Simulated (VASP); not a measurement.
# KF (Pm-3m) in VASP: single point with r2SCAN

Aim: the single point of KF with r2SCAN.

Program: VASP 6.6.1. These are calculated values, not measurements. Logs are shortened: lines on timing, memory, paths and dates and some standing lists are left out, and cuts for length are marked.

### 1 The cell of the first run

The structure is cubic, space group Pm-3m (No. 221). Conventional cell: a = 3.368 Å, b = 3.368 Å, c = 3.368 Å, α = 90.00°, β = 90.00°, γ = 90.00°. Within 3.8 Å of K (site symmetry m-3m) lie 8 F at 2.92 Å and 6 K at 3.37 Å. F (site symmetry m-3m) has 8 K at 2.92 Å and 6 F at 3.37 Å within 3.8 Å.

### 2 Single point, r2SCAN

Input file POSCAR:

```
KF
1.0
   -1.1227996423      2.2455992846      2.2455992846
    2.2455992846     -1.1227996423      2.2455992846
    2.2455992846      2.2455992846     -1.1227996423
K F
1 1
Direct
    0.0000000000      0.0000000000      0.0000000000
    0.5000000000      0.5000000000      0.5000000000
```

Input file INCAR.step1:

```
SYSTEM = KF
ALGO = Normal
EDIFF = 1E-4
ENCUT = 520
GGA = PE
ISMEAR = 0
LASPH = .True.
LCHARG = .False.
LREAL = .False.
LWAVE = .True.
NBANDS = 15
NELM = 80
PREC = Accurate
SIGMA = 0.05
```

Input file INCAR.step2:

```
SYSTEM = KF
ALGO = Normal
EDIFF = 1E-7
ENCUT = 520
ISIF = 2
ISMEAR = 0
ISTART = 1
LASPH = .True.
LCHARG = .False.
LMIXTAU = .True.
LREAL = .False.
LWAVE = .False.
METAGGA = R2SCAN
NBANDS = 15
NELM = 80
PREC = Accurate
SIGMA = 0.05
```

Input file KPOINTS:

```
k-points
0
Gamma
  8 8 8
  0 0 0
```

Potentials or basis: VASP PAW PBE potentials, release 64 (K_sv, F).

Command:

```sh
$ cat potpaw_PBE.64/K_sv/POTCAR potpaw_PBE.64/F/POTCAR > POTCAR
$ cp INCAR.step1 INCAR
$ mpirun -np 1 vasp_std > vasp.out
$ cp INCAR.step2 INCAR
$ mpirun -np 1 vasp_std > vasp.out
```

OUTCAR:

```text
SYSTEM = KF
   EDIFF = 1E-7
   ENCUT = 520
   ISIF = 2
   ISMEAR = 0
   ISTART = 1
   LASPH = .True.
   LREAL = .False.
   METAGGA = R2SCAN
   NELM = 80
   PREC = Accurate

 ion  position               nearest neighbor table
   1  0.000  0.000  0.000-
   2  0.500  0.500  0.500-

  LATTYP: Found a simple cubic cell.
 ALAT       =     3.3683989269

  Lattice vectors:

 A1 = (  -1.1227996423,   2.2455992846,   2.2455992846)
 A2 = (   2.2455992846,  -1.1227996423,   2.2455992846)
 A3 = (   2.2455992846,   2.2455992846,  -1.1227996423)

Analysis of symmetry for initial positions (statically):
=====================================================================
 Subroutine PRICEL returns:
 Original cell was already a primitive cell.

 Routine SETGRP: Setting up the symmetry group for a
 simple cubic supercell.

 Subroutine GETGRP returns: Found 48 space group operations
 (whereof 48 operations were pure point group operations)
 out of a pool of 48 trial point group operations.

The static configuration has the point symmetry O_h .

Analysis of symmetry for dynamics (positions and initial velocities):
=====================================================================
 Subroutine PRICEL returns:
 Original cell was already a primitive cell.

 Routine SETGRP: Setting up the symmetry group for a
 simple cubic supercell.

 Subroutine GETGRP returns: Found 48 space group operations
 (whereof 48 operations were pure point group operations)
 out of a pool of 48 trial point group operations.

The dynamic configuration has the point symmetry O_h .

 Subroutine INISYM returns: Found 48 space group operations
 (whereof 48 operations are pure point group operations),
 and found     1 'primitive' translations

----------------------------------------------------------------------------------------

                                     Primitive cell

  volume of cell :      38.2182

  direct lattice vectors                    reciprocal lattice vectors
    -1.122799642  2.245599285  2.245599285    -0.098958983  0.197917967  0.197917967
     2.245599285 -1.122799642  2.245599285     0.197917967 -0.098958983  0.197917967
     2.245599285  2.245599285 -1.122799642     0.197917967  0.197917967 -0.098958983

  length of vectors
     3.368398927  3.368398927  3.368398927     0.296876950  0.296876950  0.296876950

  position of ions in fractional coordinates (direct lattice)
     0.000000000  0.000000000  0.000000000
     0.500000000  0.500000000  0.500000000

  ion indices of the primitive-cell ions
   primitive index   ion index
                 1           1
                 2           2

----------------------------------------------------------------------------------------

 KPOINTS: k-points

Automatic generation of k-mesh.
 Grid dimensions read from file:
 generate k-points for:    8    8    8

 Generating k-lattice:

  Cartesian coordinates                     Fractional coordinates (reciprocal lattice)
    -0.012369873  0.024739746  0.024739746     0.125000000  0.000000000  0.000000000
     0.024739746 -0.012369873  0.024739746     0.000000000  0.125000000  0.000000000
     0.024739746  0.024739746 -0.012369873     0.000000000  0.000000000  0.125000000

  Length of vectors
     0.037109619  0.037109619  0.037109619

  Shift w.r.t. Gamma in fractional coordinates (k-lattice)
     0.000000000  0.000000000  0.000000000

 Subroutine IBZKPT returns following result:
 ===========================================

 Found     35 irreducible k-points:

 Following reciprocal coordinates:
            Coordinates               Weight
  0.000000  0.000000  0.000000      1.000000
  0.125000  0.000000  0.000000      6.000000
  0.250000  0.000000  0.000000      6.000000
  0.375000  0.000000  0.000000      6.000000
  0.500000  0.000000  0.000000      3.000000
  0.125000  0.125000  0.000000     12.000000
[... 16 lines left out ...]
  0.375000  0.375000  0.125000     24.000000
  0.500000  0.375000  0.125000     24.000000
 [... further k-points ...]
   k-points           NKPTS =     35   k-points in BZ     NKDIM =     35   number of bands    NBANDS=     15
   number of dos      NEDOS =    301   number of ions     NIONS =      2
   total plane-waves  NPLWV =  21952
   dimension x,y,z NGX =    28 NGY =   28 NGZ =   28
   dimension x,y,z NGXF=    56 NGYF=   56 NGZF=   56
   ions per type =               1   1
   NGX,Y,Z   is equivalent  to a cutoff of  13.82, 13.82, 13.82 a.u.
   NGXF,Y,Z  is equivalent  to a cutoff of  27.64, 27.64, 27.64 a.u.
 SYSTEM =  KF
   PREC   = accura    normal or accurate (medium, high low for compatibility)
   ISTART =      1    job   : 0-new  1-cont  2-samecut
   ICHARG =      0    charge: 1-file 2-atom 10-const
   ISPIN  =      1    spin polarized calculation?
   LNONCOLLINEAR =      F non collinear calculations
   LSORBIT =      F    spin-orbit coupling
   LASPH  =      T    aspherical Exc in radial PAW
   ENCUT  =  520.0 eV  38.22 Ry    6.18 a.u.   6.26  6.26  6.26*2*pi/ulx,y,z
   NELM   =     80;   NELMIN=  2; NELMDL=  0     # of ELM steps
   EDIFF  = 0.1E-06   stopping-criterion for ELM
   LREAL  =      F    real-space projection
   EDIFFG = 0.1E-05   stopping-criterion for IOM
   NSW    =      0    number of steps for IOM
   IBRION =     -1    ionic relax: 0-MD 1-quasi-New 2-CG
   NFREE  =      0    steps in history (QN), initial steepest desc. (CG)
   ISIF   =      2    stress and relaxation
   ISYM   =      2    0-nonsym 1-usesym 2-fastsym
   POTIM  = 0.5000    time-step for ionic-motion
   TEBEG  =    0.0;   TEEND  =   0.0 temperature during run
   PSTRESS=    0.0 pullay stress
   NELECT =      16.0000    total number of electrons
   NUPDOWN=      -1.0000    fix difference up-down
   EMIN   =  10.00;   EMAX   =-10.00  energy-range for DOS
   EFERMI =   0.00;   METHOD = LEGACY
   ISMEAR =     0;   SIGMA  =   0.05  broadening in eV -4-tet -1-fermi 0-gaus
   EFERMI_NEDOS =   21; number of points for ismear=-14 and -15
   IALGO  =     38    algorithm
   IMIX   =      4    mixing-type and parameters
     AMIX     =   0.40;   BMIX     =  1.00
     AMIX_MAG =   1.60;   BMIX_MAG =  1.00
  volume/ion in A,a.u.               =      19.11       128.95
  Fermi-wavevector in a.u.,A,eV,Ry     =   1.224686  2.314320 20.406766  1.499855
  Thomas-Fermi vector in A             =   2.359751
   LORBIT       =      0    0 simple, 1 ext, 2 COOP (PROOUT), +10 PAW based schemes
   METAGGA = R2SCAN    functional components
   LHFCALC =     F    Hartree Fock is set to
   AEXX    =    0.0000 exact exchange contribution
   IVDW    =     0    specifies the selected vdW correction
   LEPSILON=     F    determine dielectric tensor
   LRPA    =     F    only Hartree local field effects (RPA)
 non-spin polarized calculation
 Gauss-broadening in eV      SIGMA  =   0.05
  energy-cutoff  :      520.00
  volume of cell :       38.22
 maximum number of plane-waves:      1064
 NGX is ok and might be reduce to    28
   NGX = 13   NGY = 13   NGZ = 13

 number of electron      15.9999989 magnetization

 Free energy of the ion-electron system (eV)
  ---------------------------------------------------
  ext. energy  EPLUGINS =         0.00000000
  ---------------------------------------------------
  free energy    TOTEN  =       -14.75767425 eV

  energy without entropy =      -14.75767425  energy(sigma->0) =      -14.75767425

 E-fermi :  -2.5737     XC(G=0):  -8.9874

 val. band max:       -2.8488240274   @ k =   0.5000   0.5000   0.0000
 cond. band min:       3.6353584419   @ k =   0.0000   0.0000   0.0000
 fundamental gap:      6.4841824693
 Fermi energy:        -2.5737056940

 k-point     1 :       0.0000    0.0000    0.0000
  band No.  band energies     occupation
      1     -31.1331      2.00000
      2     -22.7992      2.00000
      3     -13.5032      2.00000
      4     -13.5032      2.00000
      5     -13.5032      2.00000
      6      -2.9096      2.00000
      7      -2.9096      2.00000
      8      -2.9096      2.00000
      9       3.6354      0.00000
     10       6.0221      0.00000
     11       6.0221      0.00000
     12      11.3069      0.00000
     13      11.3069      0.00000
     14      11.3069      0.00000
     15      18.0119      0.00000

 k-point     2 :       0.1250    0.0000    0.0000
  band No.  band energies     occupation
      1     -31.1210      2.00000
      2     -22.7994      2.00000
      3     -13.5871      2.00000
      4     -13.4918      2.00000
      5     -13.4918      2.00000
      6      -3.0770      2.00000
      7      -2.9191      2.00000
      8      -2.9191      2.00000
      9       4.0158      0.00000
     10       6.1348      0.00000
     11       6.3268      0.00000
     12      11.0533      0.00000
     13      11.0533      0.00000
     14      11.3490      0.00000
     15      16.8155      0.00000

 k-point     3 :       0.2500    0.0000    0.0000
  band No.  band energies     occupation
      1     -31.0915      2.00000
      2     -22.8010      2.00000
      3     -13.7831      2.00000
      4     -13.4642      2.00000
      5     -13.4642      2.00000
      6      -3.4425      2.00000
      7      -2.9428      2.00000
      8      -2.9428      2.00000
      9       4.9808      0.00000
     10       6.4339      0.00000
     11       7.0827      0.00000
     12      10.5319      0.00000
     13      10.5319      0.00000
     14      11.4533      0.00000
     15      15.2807      0.00000

 k-point     4 :       0.3750    0.0000    0.0000
  band No.  band energies     occupation
      1     -31.0617      2.00000
      2     -22.8031      2.00000
      3     -13.9705      2.00000
      4     -13.4364      2.00000
      5     -13.4364      2.00000
      6      -3.7676      2.00000
      7      -2.9674      2.00000
      8      -2.9674      2.00000
      9       6.1119      0.00000
     10       6.7843      0.00000
     11       7.8143      0.00000
     12      10.0986      0.00000
     13      10.0986      0.00000
     14      11.5619      0.00000
     15      14.1408      0.00000
[... 307 lines left out ...]
 k-point    22 :       0.5000    0.2500    0.1250
  band No.  band energies     occupation
      1     -31.0035      2.00000
      2     -22.7557      2.00000
      3     -14.0606      2.00000
      4     -13.7548      2.00000
      5     -13.4911      2.00000
      6      -3.6353      2.00000
      7      -3.2445      2.00000
      8      -2.9982      2.00000
      9       7.0933      0.00000
     10       7.1563      0.00000
     11       8.4348      0.00000
     12       9.1317      0.00000
     13       9.9949      0.00000
     14      11.0475      0.00000
     15      13.6686      0.00000

 k-point    23 :       0.3750    0.3750    0.1250
  band No.  band energies     occupation
      1     -30.9890      2.00000
      2     -22.7388      2.00000
      3     -13.9895      2.00000
      4     -13.9682      2.00000
      5     -13.4767      2.00000
      6      -3.4837      2.00000
      7      -3.3982      2.00000
      8      -3.0002      2.00000
      9       6.6764      0.00000
     10       7.1441      0.00000
     11       9.2531      0.00000
     12       9.3334      0.00000
     13      10.0219      0.00000
     14      10.4240      0.00000
     15      14.2293      0.00000

 k-point    24 :       0.5000    0.3750    0.1250
  band No.  band energies     occupation
      1     -30.9783      2.00000
      2     -22.7294      2.00000
      3     -14.0677      2.00000
      4     -13.9802      2.00000
      5     -13.4663      2.00000
      6      -3.5146      2.00000
      7      -3.4036      2.00000
      8      -2.9913      2.00000
      9       6.6026      0.00000
     10       7.0894      0.00000
     11       9.1285      0.00000
     12       9.3178      0.00000
     13      10.2458      0.00000
     14      11.4528      0.00000
     15      13.3749      0.00000

 [... further k-points ...]
[... 5 lines left out ...]
  --------------------------------------------------------------------------------------
  -------------------------------------------------------------------------------------
  Total       -1.1727099     -1.1727099     -1.1727099      0.0000000      0.0000000      0.0000000
  in kB      -49.1621197    -49.1621197    -49.1621197      0.0000000      0.0000000      0.0000000
  external PRESSURE =     -49.1621197 kB  Pullay stress =       0.0000000 kB

 VOLUME and BASIS-vectors are now :
 -----------------------------------------------------------------------------
  energy-cutoff  :      520.00
  volume of cell :       38.22
      direct lattice vectors                 reciprocal lattice vectors
    -1.122799642  2.245599285  2.245599285    -0.098958983  0.197917967  0.197917967
     2.245599285 -1.122799642  2.245599285     0.197917967 -0.098958983  0.197917967
     2.245599285  2.245599285 -1.122799642     0.197917967  0.197917967 -0.098958983

 POSITION                                       TOTAL-FORCE (eV/Angst)
 -----------------------------------------------------------------------------------
      0.00000      0.00000      0.00000         0.000000      0.000000     -0.000000
      1.68420      1.68420      1.68420        -0.000000     -0.000000      0.000000
 -----------------------------------------------------------------------------------
    total drift:                                0.000000      0.000000      0.000000

  FREE ENERGIE OF THE ION-ELECTRON SYSTEM (eV)
  ---------------------------------------------------
  free  energy   TOTEN  =       -14.7576742522 eV

  energy  without entropy=      -14.7576742522  energy(sigma->0) =      -14.75767425
```

Run time: 42 s. Hardware: 1 thread of Intel Xeon 6975P-C (Granite Rapids), shared host; peak memory 0.17 GiB.

Results:

```yaml
Free_energy: -14.7577 eV
Pressure: -4.9 GPa
Band_gap_on_the_k_mesh: 6.48 eV, indirect (least direct gap 6.54 eV)
```

Caveat: the PAW data sets were made with another functional, which shifts forces and pressure a little. A k mesh can miss the band edges.
